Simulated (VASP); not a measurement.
# Sr (Im-3m) in VASP: a series of runs

Sr is run at these levels: PBE; tasks: single point.

All numbers are computed with VASP 6.6.1; they aren't measurements. Logs are shortened: lines on timing, memory, paths and dates and some standing lists are left out, and cuts for length are marked.

## Step 1: The cell of the first run

Symmetry: Im-3m, No. 229, cubic system. Conventional cell: a = 4.750 Å, b = 4.750 Å, c = 4.750 Å, α = 90.00°, β = 90.00°, γ = 90.00°. Within 5.4 Å of Sr (site symmetry m-3m) lie 14 Sr at 4.11 to 4.75 Å.

This isn't the form of Sr at room conditions, which is fcc.

## Step 2: Single point, PBE

File INCAR:

```
PREC = Accurate
ENCUT = 520
EDIFF = 1E-7
ISMEAR = 0
SIGMA = 0.1
LREAL = F
LASPH = T
NELM = 60
ALGO = Fast
ISIF = 2
LWAVE = F
LCHARG = F
GGA = PE
NBANDS = 11
```

File KPOINTS:

```
regular mesh
0
Gamma
  12 12 12
```

File POSCAR:

```
Sr
1.0
   -2.3752254294      2.3752254294      2.3752254294
    2.3752254294     -2.3752254294      2.3752254294
    2.3752254294      2.3752254294     -2.3752254294
Sr
1
Direct
    0.0000000000      0.0000000000      0.0000000000
```

Potentials or basis: VASP PAW PBE potentials, release 64 (Sr_sv).

Launch:

```bash
$ cat potpaw_PBE.64/Sr_sv/POTCAR > POTCAR
$ mpirun -np 1 vasp_std > vasp.out
```

OUTCAR:

```text
PREC = Accurate
   ENCUT = 520
   EDIFF = 1E-7
   ISMEAR = 0
   LREAL = F
   LASPH = T
   NELM = 60
   ISIF = 2
   GGA = PE

 ion  position               nearest neighbor table
   1  0.000  0.000  0.000-

  LATTYP: Found a body centered cubic cell.
 ALAT       =     4.7504508588

  Lattice vectors:

 A1 = (  -2.3752254294,   2.3752254294,   2.3752254294)
 A2 = (   2.3752254294,  -2.3752254294,   2.3752254294)
 A3 = (   2.3752254294,   2.3752254294,  -2.3752254294)

Analysis of symmetry for initial positions (statically):
=====================================================================
 Subroutine PRICEL returns:
 Original cell was already a primitive cell.

 Routine SETGRP: Setting up the symmetry group for a
 body centered cubic supercell.

 Subroutine GETGRP returns: Found 48 space group operations
 (whereof 48 operations were pure point group operations)
 out of a pool of 48 trial point group operations.

The static configuration has the point symmetry O_h .

Analysis of symmetry for dynamics (positions and initial velocities):
=====================================================================
 Subroutine PRICEL returns:
 Original cell was already a primitive cell.

 Routine SETGRP: Setting up the symmetry group for a
 body centered cubic supercell.

 Subroutine GETGRP returns: Found 48 space group operations
 (whereof 48 operations were pure point group operations)
 out of a pool of 48 trial point group operations.

The dynamic configuration has the point symmetry O_h .

 Subroutine INISYM returns: Found 48 space group operations
 (whereof 48 operations are pure point group operations),
 and found     1 'primitive' translations

----------------------------------------------------------------------------------------

                                     Primitive cell

  volume of cell :      53.6012

  direct lattice vectors                    reciprocal lattice vectors
    -2.375225429  2.375225429  2.375225429     0.000000000  0.210506335  0.210506335
     2.375225429 -2.375225429  2.375225429     0.210506335  0.000000000  0.210506335
     2.375225429  2.375225429 -2.375225429     0.210506335  0.210506335  0.000000000

  length of vectors
     4.114011123  4.114011123  4.114011123     0.297700914  0.297700914  0.297700914

  position of ions in fractional coordinates (direct lattice)
     0.000000000  0.000000000  0.000000000

  ion indices of the primitive-cell ions
   primitive index   ion index
                 1           1

----------------------------------------------------------------------------------------
[... 75 lines left out ...]
   NFREE  =      0    steps in history (QN), initial steepest desc. (CG)
   ISIF   =      2    stress and relaxation
   ISYM   =      2    0-nonsym 1-usesym 2-fastsym
   POTIM  = 0.5000    time-step for ionic-motion
   TEBEG  =    0.0;   TEEND  =   0.0 temperature during run
   PSTRESS=    0.0 pullay stress
   NELECT =      10.0000    total number of electrons
   NUPDOWN=      -1.0000    fix difference up-down
   EMIN   =  10.00;   EMAX   =-10.00  energy-range for DOS
   EFERMI =   0.00;   METHOD = LEGACY
   ISMEAR =     0;   SIGMA  =   0.10  broadening in eV -4-tet -1-fermi 0-gaus
   EFERMI_NEDOS =   21; number of points for ismear=-14 and -15
   IALGO  =     68    algorithm
   IMIX   =      4    mixing-type and parameters
     AMIX     =   0.40;   BMIX     =  1.00
     AMIX_MAG =   1.60;   BMIX_MAG =  1.00
  volume/ion in A,a.u.               =      53.60       361.72
  Fermi-wavevector in a.u.,A,eV,Ry     =   0.935442  1.767728 11.905791  0.875051
  Thomas-Fermi vector in A             =   2.062349
   LORBIT       =      0    0 simple, 1 ext, 2 COOP (PROOUT), +10 PAW based schemes
   GGA     = PE    functional components
   LHFCALC =     F    Hartree Fock is set to
   AEXX    =    0.0000 exact exchange contribution
   IVDW    =     0    specifies the selected vdW correction
   LEPSILON=     F    determine dielectric tensor
   LRPA    =     F    only Hartree local field effects (RPA)
 non-spin polarized calculation
 RMM-DIIS sequential band-by-band and
 Gauss-broadening in eV      SIGMA  =   0.10
  energy-cutoff  :      520.00
  volume of cell :       53.60
 maximum number of plane-waves:      1481
   NGX = 15   NGY = 15   NGZ = 15

 number of electron      10.0000000 magnetization

 Free energy of the ion-electron system (eV)
  ---------------------------------------------------
  ext. energy  EPLUGINS =         0.00000000
  ---------------------------------------------------
  free energy    TOTEN  =        -1.63390953 eV

  energy without entropy =       -1.62787834  energy(sigma->0) =       -1.63089394

 E-fermi :   1.6830     XC(G=0):  -7.4255

 val. band max:        1.6721950383   @ k =  -0.4167   0.5000   0.3333
 cond. band min:       1.6913180779   @ k =   0.5000   0.5000   0.2500
 fundamental gap:      0.0191230396
 Fermi energy:         1.6830228339

 k-point     1 :       0.0000    0.0000    0.0000
  band No.  band energies     occupation
      1     -34.8890      2.00000
      2     -16.7705      2.00000
      3     -16.7705      2.00000
      4     -16.7705      2.00000
      5      -2.0052      2.00000
      6       4.0818      0.00000
      7       4.0818      0.00000
      8       4.0818      0.00000
      9       5.4313      0.00000
     10       5.4313      0.00000
     11       9.8445      0.00000
[... 309 lines left out ...]
 k-point    24 :       0.4167    0.0833    0.0833
  band No.  band energies     occupation
      1     -34.8715      2.00000
      2     -16.9721      2.00000
      3     -16.8511      2.00000
      4     -16.7847      2.00000
      5       0.9083      2.00000
      6       1.9144      0.00107
      7       2.6932      0.00000
      8       5.3641      0.00000
      9       5.9625      0.00000
     10       6.9986      0.00000
     11       7.3827      0.00000

 [... further k-points ...]
[... 5 lines left out ...]
  --------------------------------------------------------------------------------------
  -------------------------------------------------------------------------------------
  Total        0.0168292      0.0168292      0.0168292      0.0000000     -0.0000000      0.0000000
  in kB        0.5030381      0.5030381      0.5030381      0.0000000     -0.0000000      0.0000000
  external PRESSURE =       0.5030381 kB  Pullay stress =       0.0000000 kB

 VOLUME and BASIS-vectors are now :
 -----------------------------------------------------------------------------
  energy-cutoff  :      520.00
  volume of cell :       53.60
      direct lattice vectors                 reciprocal lattice vectors
    -2.375225429  2.375225429  2.375225429     0.000000000  0.210506335  0.210506335
     2.375225429 -2.375225429  2.375225429     0.210506335  0.000000000  0.210506335
     2.375225429  2.375225429 -2.375225429     0.210506335  0.210506335  0.000000000

 POSITION                                       TOTAL-FORCE (eV/Angst)
 -----------------------------------------------------------------------------------
      0.00000      0.00000      0.00000        -0.000000      0.000000     -0.000000
 -----------------------------------------------------------------------------------
    total drift:                                0.000000      0.000000     -0.000000

  FREE ENERGIE OF THE ION-ELECTRON SYSTEM (eV)
  ---------------------------------------------------
  free  energy   TOTEN  =        -1.6339095340 eV

  energy  without entropy=       -1.6278783445  energy(sigma->0) =       -1.63089394
```

Run time: 24 s. Hardware: 1 thread of Intel Xeon Platinum 8488C (Sapphire Rapids), shared host; peak memory 0.19 GiB.

What came out:

- Free energy: -1.6339 eV
- Pressure: 0.1 GPa
- Band gap on the k mesh: zero (bands 5 and 6 overlap by 0.52 eV)

## Step 3: Single point, PBE

File INCAR:

```
SYSTEM = Sr
PREC = Accurate ; ENCUT = 520
EDIFF = 1E-6 ; ISMEAR = 0
SIGMA = 0.15 ; LREAL = .False.
LASPH = .True. ; NELM = 60
ALGO = Fast ; ISIF = 2
LWAVE = .False. ; LCHARG = .True.
GGA = PE ; LELF = .True.
LVHAR = .True. ; NBANDS = 11
```

File KPOINTS:

```
regular mesh
0
Gamma
  20 20 20
  0 0 0
```

POSCAR is that of step 2.

Potentials or basis: VASP PAW PBE potentials, release 64 (Sr_sv).

Launch:

```bash
$ cat potpaw_PBE.64/Sr_sv/POTCAR > POTCAR
$ mpirun -np 1 vasp_std > vasp.out
```

OUTCAR:

```text
SYSTEM = Sr
   PREC = Accurate
   ENCUT = 520
   EDIFF = 1E-6
   ISMEAR = 0
   LREAL = .False.
   LASPH = .True.
   NELM = 60
   ISIF = 2
   GGA = PE

 ion  position               nearest neighbor table
   1  0.000  0.000  0.000-

  LATTYP: Found a body centered cubic cell.
 ALAT       =     4.7504508588

  Lattice vectors:

 A1 = (  -2.3752254294,   2.3752254294,   2.3752254294)
 A2 = (   2.3752254294,  -2.3752254294,   2.3752254294)
 A3 = (   2.3752254294,   2.3752254294,  -2.3752254294)

[... 506 lines left out ...]
      3     -16.8209      2.00000
      4     -16.7795      2.00000
      5      -0.4823      2.00000
      6       2.7672      0.00000
      7       3.1569      0.00000
      8       5.0928      0.00000
      9       5.6343      0.00000
     10       5.7454      0.00000
     11       8.7828      0.00000

 [... further k-points ...]
[... 5 lines left out ...]
  --------------------------------------------------------------------------------------
  -------------------------------------------------------------------------------------
  Total        0.0291125      0.0291125      0.0291125      0.0000000      0.0000000      0.0000000
  in kB        0.8701940      0.8701940      0.8701940      0.0000000      0.0000000      0.0000000
  external PRESSURE =       0.8701940 kB  Pullay stress =       0.0000000 kB

 VOLUME and BASIS-vectors are now :
 -----------------------------------------------------------------------------
  energy-cutoff  :      520.00
  volume of cell :       53.60
      direct lattice vectors                 reciprocal lattice vectors
    -2.375225429  2.375225429  2.375225429     0.000000000  0.210506335  0.210506335
     2.375225429 -2.375225429  2.375225429     0.210506335  0.000000000  0.210506335
     2.375225429  2.375225429 -2.375225429     0.210506335  0.210506335  0.000000000

 POSITION                                       TOTAL-FORCE (eV/Angst)
 -----------------------------------------------------------------------------------
      0.00000      0.00000      0.00000        -0.000000      0.000000      0.000000
 -----------------------------------------------------------------------------------
    total drift:                                0.000000      0.000000     -0.000000

  FREE ENERGIE OF THE ION-ELECTRON SYSTEM (eV)
  ---------------------------------------------------
  free  energy   TOTEN  =        -1.6381033141 eV

  energy  without entropy=       -1.6249732100  energy(sigma->0) =       -1.63153826
```

OSZICAR:

```text
N       E                     dE             d eps       ncg     rms          rms(c)
DAV:   1     0.348635215726E+02    0.34864E+02   -0.47840E+03  5632   0.785E+02
DAV:   2     0.358645868740E-01   -0.34828E+02   -0.34239E+02  6635   0.151E+02
DAV:   3    -0.155926845054E+01   -0.15951E+01   -0.15746E+01  8316   0.237E+01
DAV:   4    -0.163352384272E+01   -0.74255E-01   -0.74143E-01  7519   0.455E+00
DAV:   5    -0.163505520001E+01   -0.15314E-02   -0.15311E-02  8025   0.498E-01    0.110E+01
RMM:   6    -0.163644598663E+01   -0.13908E-02   -0.63481E-03  5971   0.920E-01    0.626E+00
RMM:   7    -0.163783479328E+01   -0.13888E-02   -0.12519E-02  6270   0.134E+00    0.277E-01
RMM:   8    -0.163799527528E+01   -0.16048E-03   -0.22839E-03  7552   0.353E-01    0.737E-02
RMM:   9    -0.163807547440E+01   -0.80199E-04   -0.55017E-04  8928   0.103E-01    0.409E-02
RMM:  10    -0.163809842557E+01   -0.22951E-04   -0.83306E-05  8534   0.438E-02    0.269E-02
RMM:  11    -0.163810301144E+01   -0.45859E-05   -0.21914E-05  8634   0.224E-02    0.531E-03
RMM:  12    -0.163810331414E+01   -0.30270E-06   -0.43228E-06  6942   0.894E-03
   1 F= -.16381033E+01 E0= -.16315383E+01  d E =-.131301E-01
```

stdout:

```text
POSCAR found type information on POSCAR Sr
 POSCAR found :  1 types and       1 ions
 scaLAPACK will be used
 LDA part: xc-table for (Slater+PW92), standard interpolation
 POSCAR, INCAR and KPOINTS ok, starting setup
 FFT: planning ... GRIDC
 FFT: planning ... GRID_SOFT
 FFT: planning ... GRID
 WAVECAR not read
 entering main loop
WARNING in EDDRMM: call to ZHEGV failed, returncode =   6  3      5
```

Wall time 70 s (1 thread of Intel Xeon Platinum 8488C (Sapphire Rapids), shared host); peak memory 0.28 GiB.

What came out:

* Free energy: -1.6381 eV
* Pressure: 0.1 GPa
* Band gap on the k mesh: zero (bands 5 and 6 overlap by 0.52 eV)

Levels at points of the mesh, in eV from the Fermi level:
```
           k point  band 1  band 2  band 3  band 4  band 5  band 6  band 7  band 8  band 9  band 10
(0.00, 0.00, 0.00)  -36.56  -18.45  -18.45  -18.45   -3.68    2.41    2.41    2.41    3.76     3.76
(0.50, 0.00, 0.00)  -36.55  -18.66  -18.52  -18.45   -1.02    0.26    1.22    3.58    4.27     5.52
(0.50, 0.50, 0.50)  -36.53  -18.60  -18.60  -18.60   -0.17   -0.17    3.72    3.72    3.72     5.11
```
